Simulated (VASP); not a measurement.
# Ga (I4/mmm) in VASP: a series of runs, part 2 of 2

VASP 6.6.1. The steps go on from the part before.

## 4. Electric field gradients, PBEsol

This run uses another cell than the first one, of 17.58 Å³/atom, 0.962 times its volume.

INCAR

```
SYSTEM = Ga
ALGO = Normal ; EDIFF = 1E-8
ENCUT = 520 ; GGA = PS
ISIF = 2 ; ISMEAR = -1
LASPH = .True. ; LCHARG = .False.
LEFG = .True. ; LREAL = .False.
LWAVE = .False. ; NBANDS = 12
NELM = 100 ; PREC = Accurate
SIGMA = 0.03
```

KPOINTS

```
k-points
0
Gamma
  16 16 16
  0 0 0
```

POSCAR

```
Ga
1.0
   -1.4040000000      1.4040000000      2.2290000000
    1.4040000000     -1.4040000000      2.2290000000
    1.4040000000      1.4040000000     -2.2290000000
Ga
1
Direct
    0.0000000000      0.0000000000      0.0000000000
```

Potentials or basis: VASP PAW PBE potentials, release 64 (Ga_d).

The run is started by

```sh
> cat potpaw_PBE.64/Ga_d/POTCAR > POTCAR
> mpirun -np 1 vasp_std > vasp.out
```

OUTCAR:

```text
SYSTEM = Ga
   EDIFF = 1E-8
   ENCUT = 520
   GGA = PS
   ISIF = 2
   ISMEAR = -1
   LASPH = .True.
   LREAL = .False.
   NELM = 100
   PREC = Accurate

 ion  position               nearest neighbor table
   1  0.000  0.000  0.000-

  LATTYP: Found a body centered tetragonal cell.
 ALAT       =     2.8080000000
 C/A-ratio  =     1.5876068376

  Lattice vectors:

 A1 = (  -1.4040000000,   1.4040000000,   2.2290000000)
 A2 = (   1.4040000000,  -1.4040000000,   2.2290000000)
 A3 = (   1.4040000000,   1.4040000000,  -2.2290000000)

Analysis of symmetry for initial positions (statically):
=====================================================================
 Subroutine PRICEL returns:
 Original cell was already a primitive cell.

 Routine SETGRP: Setting up the symmetry group for a
 body centered tetragonal supercell.

 Subroutine GETGRP returns: Found 16 space group operations
 (whereof 16 operations were pure point group operations)
 out of a pool of 16 trial point group operations.

The static configuration has the point symmetry D_4h.

Analysis of symmetry for dynamics (positions and initial velocities):
=====================================================================
 Subroutine PRICEL returns:
 Original cell was already a primitive cell.

 Routine SETGRP: Setting up the symmetry group for a
 body centered tetragonal supercell.

 Subroutine GETGRP returns: Found 16 space group operations
 (whereof 16 operations were pure point group operations)
 out of a pool of 16 trial point group operations.

The dynamic configuration has the point symmetry D_4h.

 Subroutine INISYM returns: Found 16 space group operations
 (whereof 16 operations are pure point group operations),
[... 162 lines left out ...]
     12      23.1851      0.00000
[... 331 lines left out ...]
 k-point    24 :      -0.0625    0.0625    0.0000
  band No.  band energies     occupation
      1      -8.9010      2.00000
      2      -8.7919      2.00000
      3      -8.7766      2.00000
      4      -8.7545      2.00000
      5      -8.6262      2.00000
      6      -5.3797      2.00000
      7      17.9394      0.00000
      8      18.2307      0.00000
      9      18.5711      0.00000
     10      20.7717      0.00000
     11      23.9548      0.00000
     12      23.9650      0.00000

 [... further k-points ...]

------------------------ aborting loop because EDIFF is reached ----------------------------------------

  FORCE on cell =-STRESS in cart. coord.  units (eV):
  Direction    XX          YY          ZZ          XY          YZ          ZX
  --------------------------------------------------------------------------------------
  -------------------------------------------------------------------------------------
  Total        0.1035263      0.1035263      0.0196690      0.0000000      0.0000000      0.0000000
  in kB        9.4375045      9.4375045      1.7930348      0.0000000      0.0000000      0.0000000
  external PRESSURE =       6.8893480 kB  Pullay stress =       0.0000000 kB

 VOLUME and BASIS-vectors are now :
 -----------------------------------------------------------------------------
  energy-cutoff  :      520.00
  volume of cell :       17.58
      direct lattice vectors                 reciprocal lattice vectors
    -1.404000000  1.404000000  2.229000000     0.000000000  0.356125356  0.224315837
     1.404000000 -1.404000000  2.229000000     0.356125356  0.000000000  0.224315837
     1.404000000  1.404000000 -2.229000000     0.356125356  0.356125356  0.000000000

 POSITION                                       TOTAL-FORCE (eV/Angst)
 -----------------------------------------------------------------------------------
      0.00000      0.00000      0.00000        -0.000000      0.000000     -0.000000
 -----------------------------------------------------------------------------------
    total drift:                               -0.000000      0.000000      0.000000

  FREE ENERGIE OF THE ION-ELECTRON SYSTEM (eV)
  ---------------------------------------------------
  free  energy   TOTEN  =        -3.3381313309 eV

  energy  without entropy=       -3.3375536008  energy(sigma->0) =       -3.33784247

 Electric field gradients (V/A^2)
---------------------------------------------------------------------
 ion       V_xx      V_yy      V_zz      V_xy      V_xz      V_yz
---------------------------------------------------------------------
   1     -10.480   -10.480    20.960    -0.002    -0.002    -0.002
---------------------------------------------------------------------

 Electric field gradients after diagonalization (V/A^2)
 (convention: |V_zz| > |V_xx| > |V_yy|)
----------------------------------------------------------------------
 ion       V_xx      V_yy      V_zz     asymmetry (V_yy - V_xx)/ V_zz
----------------------------------------------------------------------
   1     -10.482   -10.478    20.960       0.000
----------------------------------------------------------------------

           NMR quadrupolar parameters

 Cq : quadrupolar parameter    Cq=e*Q*V_zz/h
 eta: asymmetry parameters     (V_yy - V_xx)/ V_zz
 Q  : nuclear electric quadrupole moment in mb (millibarn)
----------------------------------------------------------------------
 ion       Cq(MHz)       eta       Q (mb)
----------------------------------------------------------------------
   1       0.051       0.000       1.000
----------------------------------------------------------------------
```

OSZICAR:

```text
N       E                     dE             d eps       ncg     rms          rms(c)
DAV:   1     0.419359000139E+02    0.41936E+02   -0.66636E+03  9240   0.192E+03
DAV:   2    -0.142218755716E+01   -0.43358E+02   -0.41752E+02  8848   0.257E+02
DAV:   3    -0.336992424777E+01   -0.19477E+01   -0.19438E+01  9636   0.445E+01
DAV:   4    -0.338482630055E+01   -0.14902E-01   -0.14900E-01  9596   0.410E+00
DAV:   5    -0.338499105652E+01   -0.16476E-03   -0.16475E-03 10012   0.414E-01    0.101E+00
DAV:   6    -0.334681421661E+01    0.38177E-01   -0.63504E-02 10488   0.534E+00    0.467E-01
DAV:   7    -0.333916694891E+01    0.76473E-02   -0.90522E-03 10844   0.171E+00    0.139E-01
DAV:   8    -0.333812913459E+01    0.10378E-02   -0.83458E-04 10800   0.520E-01    0.719E-03
DAV:   9    -0.333813075174E+01   -0.16171E-05   -0.70355E-06 10816   0.440E-02    0.343E-03
DAV:  10    -0.333813140369E+01   -0.65195E-06   -0.29940E-07  9728   0.844E-03    0.213E-04
DAV:  11    -0.333813135736E+01    0.46331E-07   -0.61018E-09  7244   0.127E-03    0.943E-05
DAV:  12    -0.333813133211E+01    0.25242E-07   -0.82768E-10  5836   0.378E-04    0.483E-06
DAV:  13    -0.333813133095E+01    0.11669E-08   -0.17073E-10  5200   0.169E-04
   1 F= -.33381313E+01 E0= -.33378425E+01  d E =-.577730E-03
```

stdout:

```text
POSCAR found type information on POSCAR Ga
 POSCAR found :  1 types and       1 ions
 scaLAPACK will be used
 -----------------------------------------------------------------------------
|                                                                             |
|                                                                             |
|     You enforced a specific xc type in the INCAR file but a different       |
|     I HOPE YOU KNOW WHAT YOU ARE DOING!                                     |
|                                                                             |
 -----------------------------------------------------------------------------

 LDA part: xc-table for (Slater+PW92), standard interpolation
 POSCAR, INCAR and KPOINTS ok, starting setup
 FFT: planning ... GRIDC
 FFT: planning ... GRID_SOFT
 FFT: planning ... GRID
 WAVECAR not read
 entering main loop
ion   1
```

Run time: 61 s. Hardware: 1 thread of AMD EPYC 7R13 (Zen 3), shared host; peak memory 0.16 GiB.

Results:

```
Free energy : -3.3381 eV
Pressure    : 0.7 GPa
```

Electric field gradients, principal values (V/Å²):
| atom | least | middle | greatest (by size) |
| --- | --- | --- | --- |
| 1 Ga | -10.478 | -10.482 | 20.960 |

Caveat: without QUAD_EFG the Cq values of the log hold for a quadrupole moment of 1 mb, not for the nuclei; the PAW data sets were made with another functional, which shifts forces and pressure a little.
